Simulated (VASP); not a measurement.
# Zr2VP2O (P4/mmm) in VASP: further runs

The runs below take Zr2VP2O through single point, with PBE.

All numbers are computed with VASP 6.6.1; they aren't measurements. Logs are shortened: lines on timing, memory, paths and dates and some standing lists are left out, and cuts for length are marked.

### 1 The cell of the first run

It takes space group P4/mmm (No. 123, tetragonal). The conventional cell has a = 4.416 Å, b = 4.416 Å, c = 5.192 Å, α = 90.00°, β = 90.00°, γ = 90.00°. Within 2.9 Å of Zr (site symmetry mmm) lie 2 O at 2.21 Å and 4 P at 2.68 Å. Within 3.5 Å of V (site symmetry 4/mmm) lie 2 O at 2.60 Å and 8 P at 3.30 Å and 8 Zr at 3.41 Å. P (site symmetry 4mm) has 1 P at 2.16 Å and 4 Zr at 2.68 Å within 2.9 Å. O (site symmetry 4/mmm) has 4 Zr at 2.21 Å and 2 V at 2.60 Å within 2.9 Å.

### 2 Single point, PBE, collinear spin, ferromagnetic start

INCAR

```
PREC = Accurate ; ENCUT = 520
EDIFF = 1E-6 ; ISMEAR = 0
SIGMA = 0.1 ; LREAL = False
LASPH = True ; NELM = 150
ALGO = Normal ; ISIF = 2
LWAVE = False ; LCHARG = False
ISPIN = 2 ; MAGMOM = 0 0 2 0 0 0
LORBIT = 11 ; LMAXMIX = 4
GGA = PE ; NBANDS = 40
```

KPOINTS

```
regular mesh
0
Gamma
  4 4 4
```

POSCAR

```
Zr2VP2O
1.0
    4.4157028236      0.0000000000      0.0000000000
    0.0000000000      4.4157028236      0.0000000000
    0.0000000000      0.0000000000      5.1922766969
Zr V P O
2 1 2 1
Direct
    0.0000000000      0.5000000000      0.0000000000
    0.5000000000      0.0000000000      0.0000000000
    0.0000000000      0.0000000000      0.5000000000
    0.5000000000      0.5000000000      0.7082608715
    0.5000000000      0.5000000000      0.2917391285
    0.0000000000      0.0000000000      0.0000000000
```

Potentials or basis: VASP PAW PBE potentials, release 64 (Zr_sv, V_sv, P, O).

Command:

```
cat potpaw_PBE.64/Zr_sv/POTCAR potpaw_PBE.64/V_sv/POTCAR potpaw_PBE.64/P/POTCAR potpaw_PBE.64/O/POTCAR > POTCAR
mpirun -np 1 vasp_std > vasp.out
```

OUTCAR:

```text
PREC = Accurate
   ENCUT = 520
   EDIFF = 1E-6
   ISMEAR = 0
   LREAL = False
   LASPH = True
   NELM = 150
   ISIF = 2
   ISPIN = 2
   LORBIT = 11
   GGA = PE

 ion  position               nearest neighbor table
   1  0.000  0.500  0.000-   6 2.21   6 2.21   4 2.68   5 2.68   4 2.68   5 2.68   2 3.12   2 3.12
                             2 3.12   2 3.12   3 3.41   3 3.41   3 3.41   3 3.41
   2  0.500  0.000  0.000-   6 2.21   6 2.21   4 2.68   4 2.68   5 2.68   5 2.68   1 3.12   1 3.12
                             1 3.12   1 3.12   3 3.41   3 3.41   3 3.41   3 3.41
   3  0.000  0.000  0.500-   1 3.41   2 3.41   1 3.41   2 3.41   1 3.41   1 3.41   2 3.41   2 3.41

   4  0.500  0.500  0.708-   5 2.16   2 2.68   1 2.68   2 2.68   1 2.68
   5  0.500  0.500  0.292-   4 2.16   2 2.68   1 2.68   2 2.68   1 2.68
   6  0.000  0.000  0.000-   1 2.21   2 2.21   1 2.21   2 2.21

  LATTYP: Found a simple tetragonal cell.
 ALAT       =     4.4157028236
 C/A-ratio  =     1.1758664259

  Lattice vectors:

 A1 = (   4.4157028236,   0.0000000000,   0.0000000000)
 A2 = (   0.0000000000,   4.4157028236,   0.0000000000)
 A3 = (   0.0000000000,   0.0000000000,   5.1922766969)

Analysis of symmetry for initial positions (statically):
=====================================================================
 Subroutine PRICEL returns:
 Original cell was already a primitive cell.

 Routine SETGRP: Setting up the symmetry group for a
 simple tetragonal supercell.

 Subroutine GETGRP returns: Found 16 space group operations
 (whereof 16 operations were pure point group operations)
 out of a pool of 16 trial point group operations.

The static configuration has the point symmetry D_4h.

Analysis of symmetry for dynamics (positions and initial velocities):
=====================================================================
 Subroutine PRICEL returns:
 Original cell was already a primitive cell.

 Routine SETGRP: Setting up the symmetry group for a
 simple tetragonal supercell.

 Subroutine GETGRP returns: Found 16 space group operations
 (whereof 16 operations were pure point group operations)
 out of a pool of 16 trial point group operations.

The dynamic configuration has the point symmetry D_4h.

Analysis of structural, dynamic, and magnetic symmetry:
=====================================================================
 Subroutine PRICEL returns:
 Original cell was already a primitive cell.

 Routine SETGRP: Setting up the symmetry group for a
 simple tetragonal supercell.

 Subroutine GETGRP returns: Found 16 space group operations
 (whereof 16 operations were pure point group operations)
[... 143 lines left out ...]

 number of electron      53.0000011 magnetization      -0.1273341

 Free energy of the ion-electron system (eV)
  ---------------------------------------------------
  ext. energy  EPLUGINS =         0.00000000
  ---------------------------------------------------
  free energy    TOTEN  =       -46.55417985 eV

  energy without entropy =      -46.50934502  energy(sigma->0) =      -46.53176243

 E-fermi :   8.7701     XC(G=0): -11.1095

 val. band max:        8.7677916756   @ k =   0.5000   0.5000   0.5000
 cond. band min:       8.7751787343   @ k =   0.2500   0.0000   0.5000
 fundamental gap:      0.0073870587
 Fermi energy:         8.7700612589

 spin component 1

 k-point     1 :       0.0000    0.0000    0.0000
  band No.  band energies     occupation
      1     -55.8333      1.00000
      2     -40.3132      1.00000
      3     -40.1702      1.00000
      4     -29.8033      1.00000
      5     -29.6331      1.00000
      6     -29.6329      1.00000
[... 727 lines left out ...]
     37      13.0584      0.00000
     38      13.4886      0.00000
 Fermi energy:         8.7700612589

 spin component 2

 k-point     1 :       0.0000    0.0000    0.0000
  band No.  band energies     occupation
      1     -55.8592      1.00000
      2     -40.3311      1.00000
      3     -40.1879      1.00000
      4     -30.0266      1.00000
      5     -29.5613      1.00000
      6     -29.5613      1.00000
[... 727 lines left out ...]
     37      13.0258      0.00000
     38      13.4483      0.00000
 [bands above 38 left out]

------------------------ aborting loop because EDIFF is reached ----------------------------------------

  FORCE on cell =-STRESS in cart. coord.  units (eV):
  Direction    XX          YY          ZZ          XY          YZ          ZX
  --------------------------------------------------------------------------------------
  -------------------------------------------------------------------------------------
  Total       -0.6913904     -0.6913904     -4.5227407      0.0000000      0.0000000      0.0000000
  in kB      -10.9414887    -10.9414887    -71.5739149      0.0000000      0.0000000      0.0000000
  external PRESSURE =     -31.1522974 kB  Pullay stress =       0.0000000 kB

 VOLUME and BASIS-vectors are now :
 -----------------------------------------------------------------------------
  energy-cutoff  :      520.00
  volume of cell :      101.24
      direct lattice vectors                 reciprocal lattice vectors
     4.415702824  0.000000000  0.000000000     0.226464515  0.000000000  0.000000000
     0.000000000  4.415702824  0.000000000     0.000000000  0.226464515  0.000000000
     0.000000000  0.000000000  5.192276697     0.000000000  0.000000000  0.192593742

 POSITION                                       TOTAL-FORCE (eV/Angst)
 -----------------------------------------------------------------------------------
      0.00000      2.20785      0.00000         0.000000     -0.000000      0.000000
      2.20785      0.00000      0.00000         0.000000     -0.000000      0.000000
      0.00000      0.00000      2.59614         0.000000     -0.000000      0.000000
      2.20785      2.20785      3.67749         0.000000      0.000000     -0.144545
      2.20785      2.20785      1.51479         0.000000     -0.000000      0.144545
      0.00000      0.00000      0.00000         0.000000     -0.000000      0.000000
 -----------------------------------------------------------------------------------
    total drift:                                0.000000     -0.000000     -0.000000

  FREE ENERGIE OF THE ION-ELECTRON SYSTEM (eV)
  ---------------------------------------------------
  free  energy   TOTEN  =       -46.5541798471 eV

  energy  without entropy=      -46.5093450223  energy(sigma->0) =      -46.53176243

 total charge

# of ion       s       p       d       tot
------------------------------------------
    1        2.164   6.001   1.713   9.878
    2        2.164   6.001   1.713   9.878
    3        2.165   6.030   2.988  11.184
    4        1.023   1.475   0.000   2.497
    5        1.023   1.475   0.000   2.497
    6        1.561   3.466   0.000   5.027
--------------------------------------------------
tot         10.101  24.446   6.414  40.961

 magnetization (x)

# of ion       s       p       d       tot
------------------------------------------
    1       -0.002  -0.001  -0.027  -0.029
    2       -0.002  -0.001  -0.027  -0.029
    3       -0.002  -0.002   0.006   0.003
    4       -0.001   0.000   0.000  -0.001
    5       -0.001   0.000   0.000  -0.001
    6       -0.000   0.002   0.000   0.002
--------------------------------------------------
tot         -0.007  -0.001  -0.048  -0.056
```

OSZICAR:

```text
N       E                     dE             d eps       ncg     rms          rms(c)
DAV:   1     0.526621461975E+03    0.52662E+03   -0.27111E+04  2888   0.130E+03
DAV:   2    -0.155070062042E+02   -0.54213E+03   -0.52086E+03  3208   0.394E+02
DAV:   3    -0.521892587789E+02   -0.36682E+02   -0.35907E+02  4256   0.941E+01
DAV:   4    -0.548323294413E+02   -0.26431E+01   -0.26306E+01  4368   0.189E+01
[... 12 lines left out ...]
DAV:  79    -0.465541759007E+02   -0.28613E-05   -0.15075E-05  3376   0.121E-02    0.118E-02
DAV:  80    -0.465541795137E+02   -0.36130E-05   -0.40044E-05  2888   0.207E-02    0.700E-03
DAV:  81    -0.465541789190E+02    0.59470E-06   -0.15726E-05  2864   0.990E-03    0.605E-03
DAV:  82    -0.465541799174E+02   -0.99841E-06   -0.19098E-05  2880   0.150E-02    0.432E-03
DAV:  83    -0.465541798471E+02    0.70329E-07   -0.26986E-06  2224   0.494E-03
   1 F= -.46554180E+02 E0= -.46531762E+02  d E =-.448348E-01  mag=    -0.1274
```

stdout:

```text
POSCAR found type information on POSCAR ZrV P O
 POSCAR found :  4 types and       6 ions
 scaLAPACK will be used
 LDA part: xc-table for (Slater+PW92), standard interpolation
 POSCAR, INCAR and KPOINTS ok, starting setup
 FFT: planning ... GRIDC
 FFT: planning ... GRID_SOFT
 FFT: planning ... GRID
 WAVECAR not read
 entering main loop
```

Wall time 5.1 min (1 thread of Intel Xeon 6975P-C (Granite Rapids), shared host); peak memory 0.36 GiB.

What came out:

```yaml
Free_energy: -46.5542 eV
Pressure: -3.1 GPa
Largest_force: 0.145 eV/Å
Net_moment: -0.13 μB per cell
Site_moments: Zr -0.03; V +0.00; P -0.00; O +0.00 μB
Valence_electrons_inside_the_program's_atomic_spheres: Zr 9.88; V 11.18; P 2.50; O 5.03
```

Forces in eV/Å, atoms in the order of the input:
```
Zr   0.000  0.000  0.000
Zr   0.000  0.000  0.000
V    0.000  0.000  0.000
P    0.000  0.000 -0.145
P    0.000  0.000  0.145
O    0.000  0.000  0.000
```

Stress tensor (GPa, compression positive):
```
-1.09  0.00  0.00
 0.00 -1.09  0.00
 0.00  0.00 -7.16
```

Caveat: the cell stands under tension.

### 3 Single point, PBE, collinear spin, ferromagnetic start

This run uses another cell than the first one, of 19.35 Å³/atom.

INCAR

```
SYSTEM = Zr2VP2O
ALGO = Normal
EDIFF = 1E-7
ENCUT = 520
GGA = PE
ISIF = 2
ISMEAR = 0
ISPIN = 2
LASPH = .True.
LCHARG = .True.
LELF = .True.
LMAXMIX = 4
LORBIT = 11
LREAL = .False.
LVHAR = .True.
LWAVE = .False.
MAGMOM = 0 0 2 0 0 0
NBANDS = 40
NELM = 150
PREC = Accurate
SIGMA = 0.1
```

KPOINTS

```
k-points
0
Gamma
  4 4 4
  0 0 0
```

POSCAR

```
Zr2VP2O
1.0
    4.5015778800      0.0000000000      0.0000000000
    0.0000000000      4.5015778800      0.0000000000
    0.0000000000      0.0000000000      5.7299039100
Zr V P O
2 1 2 1
Direct
    0.0000000000      0.5000000000      0.0000000000
    0.5000000000      0.0000000000      0.0000000000
    0.0000000000      0.0000000000      0.5000000000
    0.5000000000      0.5000000000      0.6919753000
    0.5000000000      0.5000000000      0.3080247000
    0.0000000000      0.0000000000      0.0000000000
```

Potentials or basis: VASP PAW PBE potentials, release 64 (Zr_sv, V_sv, P, O).

Command:

```
cat potpaw_PBE.64/Zr_sv/POTCAR potpaw_PBE.64/V_sv/POTCAR potpaw_PBE.64/P/POTCAR potpaw_PBE.64/O/POTCAR > POTCAR
mpirun -np 1 vasp_std > vasp.out
```

Wall time 2 min (1 thread of Intel Xeon 6975P-C (Granite Rapids), shared host); peak memory 0.36 GiB.

The run converged. Its results:

| Item | Value |
| --- | --- |
| Free energy | -46.6069 eV |
| Pressure | -12.6 GPa |
| Largest force | 1.399 eV/Å |
| Net moment | 3.87 μB per cell |
| Site moments | Zr +0.06; V +3.00; P -0.03; O +0.03 μB |
| Valence electrons inside the program's atomic spheres | Zr 9.71; V 11.25; P 2.43; O 4.99 |

Forces in eV/Å, atoms in the order of the input:
```
Zr   0.000  0.000  0.000
Zr   0.000  0.000  0.000
V    0.000  0.000  0.000
P    0.000  0.000  1.399
P    0.000  0.000 -1.399
O    0.000  0.000  0.000
```

Stress tensor (GPa, compression positive):
```
-13.10   0.00   0.00
  0.00 -13.10   0.00
  0.00   0.00 -11.57
```

Levels at points of the mesh, in eV from the Fermi level:
Spin up:
| k point | band 25 | band 26 | band 27 | band 28 | band 29 | band 30 | band 31 | band 32 |
| --- | --- | --- | --- | --- | --- | --- | --- | --- |
| (0.00, 0.00, 0.00) | -2.00 | -1.49 | -0.47 | -0.25 | -0.12 | -0.12 | 1.45 | 1.80 |
| (0.50, 0.00, 0.00) | -0.65 | -0.58 | -0.44 | -0.38 | -0.02 | 0.35 | 1.11 | 1.24 |
| (0.50, 0.50, 0.00) | -0.60 | -0.60 | -0.32 | -0.14 | -0.13 | 0.74 | 0.74 | 1.11 |
| (0.00, 0.00, 0.50) | -1.32 | -1.03 | -0.73 | -0.38 | 0.42 | 0.42 | 0.45 | 0.97 |
| (0.50, 0.00, 0.50) | -0.37 | -0.33 | -0.11 | 0.05 | 0.08 | 0.20 | 0.75 | 1.45 |
| (0.50, 0.50, 0.50) | -0.59 | -0.52 | -0.19 | -0.14 | 0.36 | 1.07 | 1.07 | 1.08 |
Spin down:
| k point | band 21 | band 22 | band 23 | band 24 | band 25 | band 26 | band 27 | band 28 | band 29 | band 30 |
| --- | --- | --- | --- | --- | --- | --- | --- | --- | --- | --- |
| (0.00, 0.00, 0.00) | -2.95 | -2.93 | -2.93 | -1.89 | -1.54 | -0.32 | 1.21 | 1.21 | 2.31 | 2.32 |
| (0.50, 0.00, 0.00) | -3.32 | -2.40 | -1.28 | -0.33 | -0.05 | 0.34 | 0.58 | 1.36 | 1.49 | 1.89 |
| (0.50, 0.50, 0.00) | -4.73 | -1.66 | -1.66 | -0.50 | -0.50 | 0.48 | 1.34 | 1.63 | 2.05 | 2.49 |
| (0.00, 0.00, 0.50) | -3.11 | -2.35 | -1.85 | -0.99 | -0.99 | 0.74 | 0.98 | 1.11 | 1.16 | 1.16 |
| (0.50, 0.00, 0.50) | -3.78 | -3.25 | -1.76 | -1.27 | 0.21 | 0.81 | 1.26 | 1.45 | 1.76 | 1.81 |
| (0.50, 0.50, 0.50) | -3.96 | -3.36 | -3.36 | -0.03 | -0.03 | 0.59 | 1.03 | 1.97 | 2.28 | 2.49 |

Caveat: the cell stands under tension; forces of over 1 eV/Å act on the atoms, so gaps and moduli don't describe the material at rest.
